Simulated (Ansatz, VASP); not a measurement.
**One calculation of ScTaN, two programs**

```
Ta Sc N
1.0
     3.08507    0.00000    0.00000
    -1.54253    2.67175    0.00000
     0.00000    0.00000   10.34014
Ta Sc N
2 2 2
Cartesian
  0.0000 1.7812 2.5399
  1.5425 0.8906 7.8003
  0.0000 0.0000 0.0000
  0.0000 0.0000 5.1701
  0.0000 1.7812 6.5126
  1.5425 0.8906 3.8275
```

Alike in both runs: functional r2SCAN; k mesh 10 × 10 × 3; occupations fermi-dirac, width 0.05 eV; no spin polarisation; Hubbard terms Sc d U = 5.0 eV, Ta d U = 5.0 eV.

|  | VASP | Ansatz |
| --- | --- | --- |
| version | VASP 6.6.1 | Ansatz 0.2.0 |
| potentials or method | VASP PAW PBE potentials, release 64 (Ta_pv, Sc_sv, N) | Ansatz PAW |
| plane-wave cutoff (eV) | 520 | 500 |
| valence electrons in the cell | 54 | 58 |
| task | single point | band structure |

```tsv
	VASP	Ansatz	Ansatz less VASP
gap on the k mesh at the Fermi level (eV)	none	none	-
pressure (GPa)	14.8	7.9	-6.90
traceless stress, the component that is largest in VASP (GPa)	-0.34	-1.92	-1.584
rms of the force components (eV/Å)	0.249	0.179	-0.0698
```

VASP's potentials were made for PBE, not for r2SCAN. The programs project onto different local orbitals, so the same U acts differently, and such runs can settle in different states. Atom by atom the forces differ by 0.121 eV/Å (rms over components). A gap of «none» marks a metal or a gap that the smearing closes. VASP's potentials hold 54 valence electrons a cell and Ansatz's 58, so a difference there can come from the potentials and not from the codes.

Spin-orbit coupling is off throughout.
